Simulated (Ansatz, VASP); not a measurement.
One calculation of Ir, two programs

Contents of INCAR:

```
ALGO = Normal ; EDIFF = 1E-6
ENCUT = 520 ; GGA = PE
ISIF = 2 ; ISMEAR = 0
LASPH = T ; LCHARG = T
LELF = T ; LREAL = F
LVHAR = T ; LWAVE = F
NBANDS = 10 ; NELM = 100
PREC = Accurate ; SIGMA = 0.15
```

The input KPOINTS:

```
k-points
0
Gamma
  22 22 22
```

POSCAR

```
Ir
1.0
    0.0000000000      2.1086049838      1.6299516525
    2.1086049838      0.0000000000      1.6299516525
    2.1086049838      2.1086049838      0.0000000000
Ir
1
Direct
    0.0000000000      0.0000000000      0.0000000000
```

Input for Ansatz:

```yaml
crystal:
  lattice:
    - [0.0, 2.1086049838, 1.6299516525]
    - [2.1086049838, 0.0, 1.6299516525]
    - [2.1086049838, 2.1086049838, 0.0]
  atoms:
    - { symbol: Ir, position: [0.0, 0.0, 0.0] }
basis:
  ecutwfc: 420
kpoints:
  mp_grid: { grid: [22, 22, 22] }
hamiltonian:
  xc: pbe
  pseudopotentials: { kind: paw, azcp: { folder: soft_1 } }
scf:
  occupations: { method: gaussian, width: 0.15 }
output:
  forces: true
  stress: true
  eigenvalues: true
  write_density: true
  write_potential: true
  elf: true
  volumetric_format: npy
```

Alike in both runs: task single point; functional PBE; k mesh 22 × 22 × 22; occupations gaussian, width 0.15 eV; no spin polarisation.

|  | VASP | Ansatz |
| --- | --- | --- |
| version | VASP 6.6.1 | Ansatz 0.2.0 |
| potentials or method | VASP PAW PBE potentials, release 64 (Ir), cutoff 520 eV | scalar-relativistic, plane waves, PAW |
| valence electrons in the cell | 9 | 17 |

Ansatz gave:

- gap on the k mesh at the Fermi level (eV): none
- pressure (GPa): 9.8
- traceless stress, the component that is largest in VASP (GPa): 29.07

Problem. What did VASP give for the same quantities?

Solution. gap on the k mesh at the Fermi level (eV): none; pressure (GPa): 10.5; traceless stress, the component that is largest in VASP (GPa): 28.78.

A gap of «none» marks a metal or a gap that the smearing closes. VASP's potentials hold 9 valence electrons a cell and Ansatz's 17, so a difference there can come from the potentials and not from the codes.

Neither program's run includes spin-orbit coupling.
